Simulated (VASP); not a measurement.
# BN (Qingsongite) (F-43m) in VASP: a series of runs, part 2 of 2

VASP 6.6.1. The steps go on from the part before.

**4. Relaxation of cell and atoms, PBE, target pressure 162 GPa, at which the enthalpy is minimised**

Input file INCAR:

```
ALGO = Normal
EDIFF = 1E-7
EDIFFG = -0.05
ENCUT = 600
GGA = PE
GGA_COMPAT = F
IBRION = 2
ISIF = 3
ISMEAR = 0
LASPH = T
LCHARG = F
LREAL = F
LWAVE = F
NELM = 120
NELMIN = 4
NSW = 80
PREC = Accurate
PSTRESS = 1620.0
SIGMA = 0.1
```

Input file KPOINTS:

```
k-points
0
Gamma
  10 10 10
```

Input file POSCAR:

```
BN
1.0
    0.0000000000      1.6582059778      1.6582059778
    1.6582059778      0.0000000000      1.6582059778
    1.6582059778      1.6582059778      0.0000000000
B N
1 1
Direct
    0.0000000000      0.0000000000      0.0000000000
    0.2500000000      0.2500000000      0.2500000000
```

Potentials or basis: VASP PAW PBE potentials, release 64 (B, N).

Command:

```console
$ cat potpaw_PBE.64/B/POTCAR potpaw_PBE.64/N/POTCAR > POTCAR
$ mpirun -np 1 vasp_std > vasp.out
```

OUTCAR:

```text
EDIFF = 1E-7
   EDIFFG = -0.05
   ENCUT = 600
   GGA = PE
   IBRION = 2
   ISIF = 3
   ISMEAR = 0
   LASPH = T
   LREAL = F
   NELM = 120
   NELMIN = 4
   NSW = 80
   PREC = Accurate
   PSTRESS = 1620.0

 ion  position               nearest neighbor table
   1  0.000  0.000  0.000-   2 1.44   2 1.44   2 1.44   2 1.44
   2  0.250  0.250  0.250-   1 1.44   1 1.44   1 1.44   1 1.44

  LATTYP: Found a face centered cubic cell.
 ALAT       =     3.3164119556

  Lattice vectors:

 A1 = (   0.0000000000,   1.6582059778,   1.6582059778)
 A2 = (   1.6582059778,   0.0000000000,   1.6582059778)
 A3 = (   1.6582059778,   1.6582059778,   0.0000000000)

Analysis of symmetry for initial positions (statically):
=====================================================================
 Subroutine PRICEL returns:
 Original cell was already a primitive cell.

 Routine SETGRP: Setting up the symmetry group for a
 face centered cubic supercell.

 Subroutine GETGRP returns: Found 24 space group operations
 (whereof 24 operations were pure point group operations)
 out of a pool of 48 trial point group operations.

The static configuration has the point symmetry T_d .

Analysis of symmetry for dynamics (positions and initial velocities):
=====================================================================
 Subroutine PRICEL returns:
 Original cell was already a primitive cell.

 Routine SETGRP: Setting up the symmetry group for a
 face centered cubic supercell.

 Subroutine GETGRP returns: Found 24 space group operations
 (whereof 24 operations were pure point group operations)
 out of a pool of 48 trial point group operations.

The dynamic configuration has the point symmetry T_d .

 Subroutine INISYM returns: Found 24 space group operations
 (whereof 24 operations are pure point group operations),
 and found     1 'primitive' translations

[... 119 lines left out ...]
   GGA     = PE    functional components
   LHFCALC =     F    Hartree Fock is set to
   AEXX    =    0.0000 exact exchange contribution
   IVDW    =     0    specifies the selected vdW correction
   LEPSILON=     F    determine dielectric tensor
   LRPA    =     F    only Hartree local field effects (RPA)
 conjugate gradient relaxation of ions
 non-spin polarized calculation
 Gauss-broadening in eV      SIGMA  =   0.10
  energy-cutoff  :      600.00
  volume of cell :        9.12
 maximum number of plane-waves:       322
   NGX =  9   NGY =  9   NGZ =  9

 number of electron       7.9999999 magnetization

 Free energy of the ion-electron system (eV)
  ---------------------------------------------------
  ext. energy  EPLUGINS =         0.00000000
  ---------------------------------------------------
  free energy    TOTEN  =       -16.30119947 eV

  energy without entropy =      -16.30119947  energy(sigma->0) =      -16.30119947

 E-fermi :  11.3385     XC(G=0): -14.1460

 val. band max:       10.9438924592   @ k =   0.0000   0.0000   0.0000
 cond. band min:      15.6350410578   @ k =   0.5000   0.5000   0.0000
 fundamental gap:      4.6911485986
 Fermi energy:        11.3385048193

 k-point     1 :       0.0000    0.0000    0.0000
  band No.  band energies     occupation
      1     -12.5428      2.00000
      2      10.9439      2.00000
      3      10.9439      2.00000
      4      10.9439      2.00000
      5      21.0003      0.00000
      6      21.0003      0.00000
      7      21.0003      0.00000
      8      25.8325      0.00000
[... 243 lines left out ...]
 k-point    24 :       0.4000    0.3000    0.0000
  band No.  band energies     occupation
      1      -7.8162      2.00000
      2       3.0233      2.00000
      3       5.1856      2.00000
      4       5.6515      2.00000
      5      17.7560      0.00000
      6      23.1218      0.00000
      7      29.8891      0.00000
      8      30.1165      0.00000

 [... further k-points ...]

------------------------ aborting loop because EDIFF is reached ----------------------------------------

  FORCE on cell =-STRESS in cart. coord.  units (eV):
  Direction    XX          YY          ZZ          XY          YZ          ZX
  --------------------------------------------------------------------------------------
  -------------------------------------------------------------------------------------
  Total        9.1864626      9.1864626      9.1864626      0.0000000      0.0000000      0.0000000
  in kB     1614.0369374   1614.0369374   1614.0369374      0.0000000      0.0000000      0.0000000
  external PRESSURE =      -5.9630626 kB  Pullay stress =    1620.0000000 kB

 VOLUME and BASIS-vectors are now :
 -----------------------------------------------------------------------------
  energy-cutoff  :      600.00
  volume of cell :        9.12
      direct lattice vectors                 reciprocal lattice vectors
     0.000000000  1.658205978  1.658205978    -0.301530694  0.301530694  0.301530694
     1.658205978  0.000000000  1.658205978     0.301530694 -0.301530694  0.301530694
     1.658205978  1.658205978  0.000000000     0.301530694  0.301530694 -0.301530694

 POSITION                                       TOTAL-FORCE (eV/Angst)
 -----------------------------------------------------------------------------------
      0.00000      0.00000      0.00000        -0.000000     -0.000000     -0.000000
      0.82910      0.82910      0.82910         0.000000      0.000000      0.000000
 -----------------------------------------------------------------------------------
    total drift:                                0.000000      0.000000     -0.000000

  FREE ENERGIE OF THE ION-ELECTRON SYSTEM (eV)
  ---------------------------------------------------
  free  energy   TOTEN  =       -16.3011994669 eV

  energy  without entropy=      -16.3011994668  energy(sigma->0) =      -16.30119947

  enthalpy is  TOTEN    =        -7.0807974487 eV   P V=        9.2204020182

 reached required accuracy - stopping structural energy minimisation
```

CONTCAR:

```text
BN
   1.00000000000000
     0.0000000000000000    1.6582059778000000    1.6582059778000000
     1.6582059778000000    0.0000000000000000    1.6582059778000000
     1.6582059778000000    1.6582059778000000    0.0000000000000000
  B               N
     1     1
Direct
     0.0000000000000000    0.0000000000000000    0.0000000000000000
     0.2500000000000000    0.2500000000000000    0.2500000000000000

  0.00000000E+00  0.00000000E+00  0.00000000E+00
  0.00000000E+00  0.00000000E+00  0.00000000E+00
```

Run time: 14 s. Hardware: 1 thread of Intel Xeon 8259CL, shared host; peak memory 0.12 GiB.

What came out:

| Quantity | Value |
| --- | --- |
| Free energy | -16.3012 eV |
| Pressure after relaxing | 161.4 GPa |
| Band gap on the k mesh | 4.69 eV, indirect (least direct gap 10.06 eV) |

Final structure:
```
CELL_PARAMETERS angstrom
0.00000 1.65821 1.65821
1.65821 0.00000 1.65821
1.65821 1.65821 0.00000
ATOMIC_POSITIONS crystal
B 0.00000 0.00000 0.00000
N 0.25000 0.25000 0.25000
```

Levels at points of the mesh, in eV from the valence-band top:
| k point | band 2 | band 3 | band 4 | band 5 | band 6 | band 7 |
| --- | --- | --- | --- | --- | --- | --- |
| (0.00, 0.00, 0.00) | 0.00 | 0.00 | 0.00 | 10.06 | 10.06 | 10.06 |
| (0.50, 0.00, 0.00) | -13.32 | -2.49 | -2.49 | 12.11 | 12.11 | 13.78 |
| (0.50, 0.50, 0.00) | -10.81 | -6.34 | -6.34 | 4.69 | 10.66 | 22.25 |

Caveat: the relaxation stopped at its first step, so nothing moved; the cell is relaxed towards a set pressure, so the enthalpy falls and the energy may rise. A k mesh can miss the band edges.

**5. Relaxation of cell and atoms, PBE, target pressure 102 GPa, at which the enthalpy is minimised**

This run uses another cell than the first one, of 4.91 Å³/atom, 1.078 times its volume.

Edit INCAR of step 4 so:

```diff
@@ -17,3 +17,3 @@
 PREC = Accurate
-PSTRESS = 1620.0
+PSTRESS = 1020.0
 SIGMA = 0.1
```

KPOINTS is that of step 4.

Input file POSCAR:

```
BN
1.0
    0.0000000000      1.6993219358      1.6993219358
    1.6993219358      0.0000000000      1.6993219358
    1.6993219358      1.6993219358      0.0000000000
B N
1 1
Direct
    0.0000000000      0.0000000000      0.0000000000
    0.2500000000      0.2500000000      0.2500000000
```

Command:

```console
$ cat potpaw_PBE.64/B/POTCAR potpaw_PBE.64/N/POTCAR > POTCAR
$ mpirun -np 1 vasp_std > vasp.out
```

Wall time 14 s (1 thread of Intel Xeon 8259CL, shared host); peak memory 0.12 GiB.

Results (log left out):

| Item | Value |
| --- | --- |
| Free energy | -16.8705 eV |
| Pressure after relaxing | 102.6 GPa |
| Band gap on the k mesh | 4.63 eV, indirect (least direct gap 9.70 eV) |

Final structure:
```cif
data_structure
_symmetry_space_group_name_H-M 'P 1'
_symmetry_Int_Tables_number 1
_cell_length_a 2.4032
_cell_length_b 2.4032
_cell_length_c 2.4032
_cell_angle_alpha 60.000
_cell_angle_beta 60.000
_cell_angle_gamma 60.000
_cell_volume 9.81
loop_
_atom_site_label
_atom_site_type_symbol
_atom_site_fract_x
_atom_site_fract_y
_atom_site_fract_z
_atom_site_occupancy
B1 B 0.00000 0.00000 0.00000 1
N1 N 0.25000 0.25000 0.25000 1
```

Levels at points of the mesh, in eV from the valence-band top:
```
           k point  band 1  band 2  band 3  band 4  band 5  band 6  band 7  band 8
(0.00, 0.00, 0.00)  -22.50    0.00    0.00    0.00    9.70    9.70    9.70   13.53
(0.50, 0.00, 0.00)  -17.35  -12.52   -2.32   -2.32   11.72   11.72   12.70   17.16
(0.50, 0.50, 0.00)  -15.72  -10.23   -5.90   -5.90    4.63   10.26   20.95   20.95
```

Caveat: the relaxation stopped at its first step, so nothing moved; the cell is relaxed towards a set pressure, so the enthalpy falls and the energy may rise.

**6. Overview**

| task | cell | k mesh | smearing | gap on the mesh (eV) | pressure (GPa) |
| --- | --- | --- | --- | --- | --- |
| single point | a = 2.344 Å, angles 60.0°, 2 atoms | 12 × 12 × 12 | gaussian 0.01 eV | 4.69 | 162.8 |
| single point | a = 2.344 Å, angles 60.0°, 2 atoms | 12 × 12 × 12 | gaussian 0.02 eV | 4.69 | 162.8 |
| relaxation of cell and atoms | relaxed to 162 GPa from a = 2.345 Å, angles 60.0°, 2 atoms | 10 × 10 × 10 | gaussian 0.1 eV | 4.69 | 161.4 |
| relaxation of cell and atoms | relaxed to 102 GPa from a = 2.403 Å, angles 60.0°, 2 atoms | 10 × 10 × 10 | gaussian 0.1 eV | 4.63 | 102.6 |

Alike in all rows: level PBE; potentials or basis VASP PAW PBE potentials, release 64 (B, N); no spin polarisation; cutoff (eV) 600.

Caveats: the relaxation stopped at its first step, so nothing moved (some runs); the cell is relaxed towards a set pressure, so the enthalpy falls and the energy may rise (some runs).

Total energies depend on the potentials used, so only differences within one code and one set of settings carry meaning.
